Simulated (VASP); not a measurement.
BN:

```
B N
1.0
     2.67075    0.00000    0.00000
    -1.33537    2.15498    0.00000
     0.00000    0.00000    6.49527
B N
2 2
Direct
  0.33333 0.66667 0.25000
  0.66667 0.33333 0.75000
  0.33333 0.66667 0.75000
  0.66667 0.33333 0.25000
```

This cell differs from its parent crystal: normal strain along x +0.0733, normal strain along z +0.0000.

```yaml
Program: VASP 6.6.1
Task: relaxation of the atoms
Functional: LDA
Potentials_or_basis: VASP PAW LDA potentials, release 64 (B, N)
Cutoff: 520 eV
k_mesh: 12 × 12 × 4
Occupations: gaussian, width 0.05 eV
Spin: no spin polarisation
```

At the start: pressure -21.5 GPa; volume 9.35 Å³/atom.

Task: How do energy, volume and symmetry change on relaxing?

Result: Over 3 steps the energy falls by 2.2 meV/atom at a fixed cell; space group Cmcm (No. 63, to 0.1 Å) before and after.

Step by step:
```csv
step,energy change (eV),largest force (eV/Å),pressure (GPa)
1,0.0000,0.5736,-21.54
2,0.0418,1.2777,-22.81
3,-0.0087,0.0090,-22.09
```

Final structure:
```cif
data_structure
_symmetry_space_group_name_H-M 'P 1'
_symmetry_Int_Tables_number 1
_cell_length_a 2.6707
_cell_length_b 2.5352
_cell_length_c 6.4953
_cell_angle_alpha 90.000
_cell_angle_beta 90.000
_cell_angle_gamma 121.785
_cell_volume 37.38
loop_
_atom_site_label
_atom_site_type_symbol
_atom_site_fract_x
_atom_site_fract_y
_atom_site_fract_z
_atom_site_occupancy
B1 B 0.33155 0.66311 0.25000 1
B2 B 0.66845 0.33689 0.75000 1
N1 N 0.33149 0.66299 0.75000 1
N2 N 0.66851 0.33701 0.25000 1
```

Caveat: the cell differs from its parent crystal (normal strain along x +0.0733, normal strain along z +0.0000).
